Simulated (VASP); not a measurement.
ZnS: single point with PBEsol

Crystal: ZnS.

```
CELL_PARAMETERS angstrom
0.00000 2.67805 2.67805
2.67805 0.00000 2.67805
2.67805 2.67805 0.00000
ATOMIC_POSITIONS crystal
Zn 0.00000 0.00000 0.00000
S 0.75000 0.75000 0.75000
```

* Program: VASP 6.6.1
* Task: single point
* Functional: PBEsol
* Potentials or basis: VASP PAW PBE potentials, release 64 (Zn, S)
* Cutoff: 520 eV
* k mesh: 10 × 10 × 10
* Occupations: gaussian, width 0.02 eV
* Spin: no spin polarisation
* Dipole correction: no
* Further INCAR settings: ALGO = Normal; EDIFF = 1e-06; NBANDS = 16

```
Pressure               : 0.2 GPa
Band gap on the k mesh : 2.09 eV
```

Levels at points of the mesh, in eV from the valence-band top:
```
           k point  band 5  band 6  band 7  band 8  band 9  band 10  band 11  band 12  band 13  band 14
(0.00, 0.00, 0.00)   -5.95   -5.95    0.00    0.00    0.00     2.09     6.29     6.29     6.29    11.77
(0.50, 0.00, 0.00)   -5.92   -5.75   -5.54   -0.92   -0.92     3.25     6.82     6.82     8.80    12.08
(0.50, 0.50, 0.00)   -5.87   -5.73   -4.71   -2.35   -2.35     3.18     3.96    11.02    12.06    12.06
```

It took 12 s on 1 thread of AMD EPYC 9R45 (Zen 5), on a shared host, peak memory 0.14 GiB.

Caveat: the PAW data sets were made with another functional, which shifts forces and pressure a little.
